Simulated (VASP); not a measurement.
# CdS in VASP: notebook, part 2 of 2

VASP 6.6.1.

## Step 3: Single point, r2SCAN (strain along [111] +4.0%)

The input, POSCAR:

```
CdS
1.0
    0.0783790623      3.0175938988      3.0175938988
    3.0175938988      0.0783790623      3.0175938988
    3.0175938988      3.0175938988      0.0783790623
Cd S
1 1
Direct
    0.0024257561      0.0024257561      0.0024257561
    0.2475742439      0.2475742439      0.2475742439
```

The input, INCAR.step1:

```
PREC = Accurate
ENCUT = 520
ISMEAR = 0
SIGMA = 0.01
LREAL = F
LASPH = T
NELM = 60
NBANDS = 16
GGA = PE
ALGO = Normal
EDIFF = 1E-4
LWAVE = T
LCHARG = F
```

The input, INCAR.step2:

```
PREC = Accurate
ENCUT = 520
EDIFF = 1E-7
ISMEAR = 0
SIGMA = 0.01
LREAL = F
LASPH = T
NELM = 60
ALGO = Normal
ISIF = 2
LWAVE = F
LCHARG = T
METAGGA = R2SCAN
LMIXTAU = T
LELF = T
LVHAR = T
NBANDS = 16
ISTART = 1
```

The input, KPOINTS:

```
Automatic mesh
0
Gamma
  8 8 8
```

Potentials or basis: VASP PAW PBE potentials, release 64 (Cd, S).

On the command line:

```bash
cat potpaw_PBE.64/Cd/POTCAR potpaw_PBE.64/S/POTCAR > POTCAR
cp INCAR.step1 INCAR
mpirun -np 1 vasp_std > vasp.out
cp INCAR.step2 INCAR
mpirun -np 1 vasp_std > vasp.out
```

OUTCAR:

```text
PREC = Accurate
   ENCUT = 520
   EDIFF = 1E-7
   ISMEAR = 0
   LREAL = F
   LASPH = T
   NELM = 60
   ISIF = 2
   METAGGA = R2SCAN
   ISTART = 1

 ion  position               nearest neighbor table
   1  0.002  0.002  0.002-   2 2.58   2 2.58   2 2.58   2 2.60
   2  0.248  0.248  0.248-   1 2.58   1 2.58   1 2.58   1 2.60

  LATTYP: Found a trigonal (rhomboedric) cell.
 ALAT       =     4.2682419277
 COS(alpha) =     0.5257966616

  Lattice vectors:

 A1 = (   0.0783790623,   3.0175938988,   3.0175938988)
 A2 = (   3.0175938988,   0.0783790623,   3.0175938988)
 A3 = (   3.0175938988,   3.0175938988,   0.0783790623)

Analysis of symmetry for initial positions (statically):
=====================================================================
 Subroutine PRICEL returns:
 Original cell was already a primitive cell.

 Routine SETGRP: Setting up the symmetry group for a
 trigonal (rhombohedral) supercell.

 Subroutine GETGRP returns: Found  6 space group operations
 (whereof  6 operations were pure point group operations)
 out of a pool of 12 trial point group operations.

The static configuration has the point symmetry C_3v.

Analysis of symmetry for dynamics (positions and initial velocities):
=====================================================================
 Subroutine PRICEL returns:
 Original cell was already a primitive cell.

 Routine SETGRP: Setting up the symmetry group for a
 trigonal (rhombohedral) supercell.

 Subroutine GETGRP returns: Found  6 space group operations
 (whereof  6 operations were pure point group operations)
 out of a pool of 12 trial point group operations.

The dynamic configuration has the point symmetry C_3v.

 Subroutine INISYM returns: Found  6 space group operations
 (whereof  6 operations are pure point group operations),
 and found     1 'primitive' translations

----------------------------------------------------------------------------------------

                                     Primitive cell

  volume of cell :      52.8150

  direct lattice vectors                    reciprocal lattice vectors
     0.078379062  3.017593899  3.017593899    -0.172294400  0.167932516  0.167932516
     3.017593899  0.078379062  3.017593899     0.167932516 -0.172294400  0.167932516
     3.017593899  3.017593899  0.078379062     0.167932516  0.167932516 -0.172294400

  length of vectors
     4.268241928  4.268241928  4.268241928     0.293407601  0.293407601  0.293407601

  position of ions in fractional coordinates (direct lattice)
     0.002425756  0.002425756  0.002425756
     0.247574244  0.247574244  0.247574244

  ion indices of the primitive-cell ions
   primitive index   ion index
                 1           1
                 2           2

----------------------------------------------------------------------------------------

 KPOINTS: Automatic mesh

Automatic generation of k-mesh.
 Grid dimensions read from file:
 generate k-points for:    8    8    8

 Generating k-lattice:

  Cartesian coordinates                     Fractional coordinates (reciprocal lattice)
    -0.021536800  0.020991565  0.020991565     0.125000000  0.000000000  0.000000000
     0.020991565 -0.021536800  0.020991565     0.000000000  0.125000000  0.000000000
     0.020991565  0.020991565 -0.021536800     0.000000000  0.000000000  0.125000000

  Length of vectors
     0.036675950  0.036675950  0.036675950

  Shift w.r.t. Gamma in fractional coordinates (k-lattice)
     0.000000000  0.000000000  0.000000000

 Subroutine IBZKPT returns following result:
 ===========================================

 Found     65 irreducible k-points:

 Following reciprocal coordinates:
            Coordinates               Weight
  0.000000  0.000000  0.000000      1.000000
  0.125000  0.000000  0.000000      6.000000
  0.250000  0.000000  0.000000      6.000000
  0.375000  0.000000  0.000000      6.000000
  0.500000  0.000000  0.000000      3.000000
  0.125000  0.125000  0.000000      6.000000
[... 16 lines left out ...]
  0.250000  0.125000  0.125000      6.000000
  0.375000  0.125000  0.125000      6.000000
 [... further k-points ...]
   k-points           NKPTS =     65   k-points in BZ     NKDIM =     65   number of bands    NBANDS=     16
   number of dos      NEDOS =    301   number of ions     NIONS =      2
   total plane-waves  NPLWV =  32768
   dimension x,y,z NGX =    32 NGY =   32 NGZ =   32
   dimension x,y,z NGXF=    64 NGYF=   64 NGZF=   64
   ions per type =               1   1
   NGX,Y,Z   is equivalent  to a cutoff of  12.46, 12.46, 12.46 a.u.
   NGXF,Y,Z  is equivalent  to a cutoff of  24.93, 24.93, 24.93 a.u.
 SYSTEM =  unknown system
   PREC   = accura    normal or accurate (medium, high low for compatibility)
   ISTART =      1    job   : 0-new  1-cont  2-samecut
   ICHARG =      0    charge: 1-file 2-atom 10-const
   ISPIN  =      1    spin polarized calculation?
   LNONCOLLINEAR =      F non collinear calculations
   LSORBIT =      F    spin-orbit coupling
   LASPH  =      T    aspherical Exc in radial PAW
   ENCUT  =  520.0 eV  38.22 Ry    6.18 a.u.   7.94  7.94  7.94*2*pi/ulx,y,z
   NELM   =     60;   NELMIN=  2; NELMDL=  0     # of ELM steps
   EDIFF  = 0.1E-06   stopping-criterion for ELM
   LREAL  =      F    real-space projection
   EDIFFG = 0.1E-05   stopping-criterion for IOM
   NSW    =      0    number of steps for IOM
   IBRION =     -1    ionic relax: 0-MD 1-quasi-New 2-CG
   NFREE  =      0    steps in history (QN), initial steepest desc. (CG)
   ISIF   =      2    stress and relaxation
   ISYM   =      2    0-nonsym 1-usesym 2-fastsym
   POTIM  = 0.5000    time-step for ionic-motion
   TEBEG  =    0.0;   TEEND  =   0.0 temperature during run
   PSTRESS=    0.0 pullay stress
   NELECT =      18.0000    total number of electrons
   NUPDOWN=      -1.0000    fix difference up-down
   EMIN   =  10.00;   EMAX   =-10.00  energy-range for DOS
   EFERMI =   0.00;   METHOD = LEGACY
   ISMEAR =     0;   SIGMA  =   0.01  broadening in eV -4-tet -1-fermi 0-gaus
   EFERMI_NEDOS =   21; number of points for ismear=-14 and -15
   IALGO  =     38    algorithm
   IMIX   =      4    mixing-type and parameters
     AMIX     =   0.40;   BMIX     =  1.00
     AMIX_MAG =   1.60;   BMIX_MAG =  1.00
  volume/ion in A,a.u.               =      26.41       178.21
  Fermi-wavevector in a.u.,A,eV,Ry     =   1.143527  2.160953 17.791724  1.307655
  Thomas-Fermi vector in A             =   2.280222
   LORBIT       =      0    0 simple, 1 ext, 2 COOP (PROOUT), +10 PAW based schemes
   METAGGA = R2SCAN    functional components
   LHFCALC =     F    Hartree Fock is set to
   AEXX    =    0.0000 exact exchange contribution
   IVDW    =     0    specifies the selected vdW correction
   LEPSILON=     F    determine dielectric tensor
   LRPA    =     F    only Hartree local field effects (RPA)
 non-spin polarized calculation
 Gauss-broadening in eV      SIGMA  =   0.01
  energy-cutoff  :      520.00
  volume of cell :       52.82
 maximum number of plane-waves:      1438
   NGX = 15   NGY = 15   NGZ = 15

 number of electron      17.9999999 magnetization

 Free energy of the ion-electron system (eV)
  ---------------------------------------------------
  ext. energy  EPLUGINS =         0.00000000
  ---------------------------------------------------
  free energy    TOTEN  =       -29.66596774 eV

  energy without entropy =      -29.66596774  energy(sigma->0) =      -29.66596774

 E-fermi :   0.7179     XC(G=0):  -9.4289

 val. band max:        0.5855466550   @ k =   0.0000   0.0000   0.0000
 cond. band min:       1.9599954595   @ k =   0.0000   0.0000   0.0000
 fundamental gap:      1.3744488045
 Fermi energy:         0.7179164143

 k-point     1 :       0.0000    0.0000    0.0000
  band No.  band energies     occupation
      1     -11.9619      2.00000
      2      -7.2380      2.00000
      3      -7.2264      2.00000
      4      -7.2264      2.00000
      5      -6.8062      2.00000
      6      -6.8062      2.00000
[... 8 lines left out ...]
     15      12.4478      0.00000
     16      12.4478      0.00000
[... 419 lines left out ...]
 k-point    24 :       0.3750    0.1250    0.1250
  band No.  band energies     occupation
      1     -11.6965      2.00000
      2      -7.1406      2.00000
      3      -7.1276      2.00000
      4      -6.8786      2.00000
      5      -6.8107      2.00000
      6      -6.7656      2.00000
[... 8 lines left out ...]
     15      12.3067      0.00000
     16      13.1095      0.00000

 [... further k-points ...]

------------------------ aborting loop because EDIFF is reached ----------------------------------------

  FORCE on cell =-STRESS in cart. coord.  units (eV):
  Direction    XX          YY          ZZ          XY          YZ          ZX
  --------------------------------------------------------------------------------------
  -------------------------------------------------------------------------------------
  Total       -0.6514597     -0.6514597     -0.6514597     -0.2446840     -0.2446840     -0.2446840
  in kB      -19.7624526    -19.7624526    -19.7624526     -7.4226488     -7.4226488     -7.4226488
  external PRESSURE =     -19.7624526 kB  Pullay stress =       0.0000000 kB

 VOLUME and BASIS-vectors are now :
 -----------------------------------------------------------------------------
  energy-cutoff  :      520.00
  volume of cell :       52.82
      direct lattice vectors                 reciprocal lattice vectors
     0.078379062  3.017593899  3.017593899    -0.172294400  0.167932516  0.167932516
     3.017593899  0.078379062  3.017593899     0.167932516 -0.172294400  0.167932516
     3.017593899  3.017593899  0.078379062     0.167932516  0.167932516 -0.172294400

 POSITION                                       TOTAL-FORCE (eV/Angst)
 -----------------------------------------------------------------------------------
      0.01483      0.01483      0.01483         0.003852      0.003852      0.003852
      1.51356      1.51356      1.51356        -0.003852     -0.003852     -0.003852
 -----------------------------------------------------------------------------------
    total drift:                               -0.000180     -0.000180     -0.000180

  FREE ENERGIE OF THE ION-ELECTRON SYSTEM (eV)
  ---------------------------------------------------
  free  energy   TOTEN  =       -29.6659677376 eV

  energy  without entropy=      -29.6659677376  energy(sigma->0) =      -29.66596774
```

Wall time 1.9 min (1 thread of Intel Xeon Platinum 8488C (Sapphire Rapids), shared host); peak memory 0.22 GiB.

Results:

| Item | Value |
| --- | --- |
| Free energy | -29.6660 eV |
| Pressure | -2.0 GPa |
| Largest force | 0.007 eV/Å |
| Band gap on the k mesh | 1.37 eV, direct |

Forces on the atoms (eV/Å):
```
Cd   0.004  0.004  0.004
S   -0.004 -0.004 -0.004
```

Caveat: the cell differs from its parent crystal (strain along [111] +4.0%); the PAW data sets were made with another functional, which shifts forces and pressure a little.
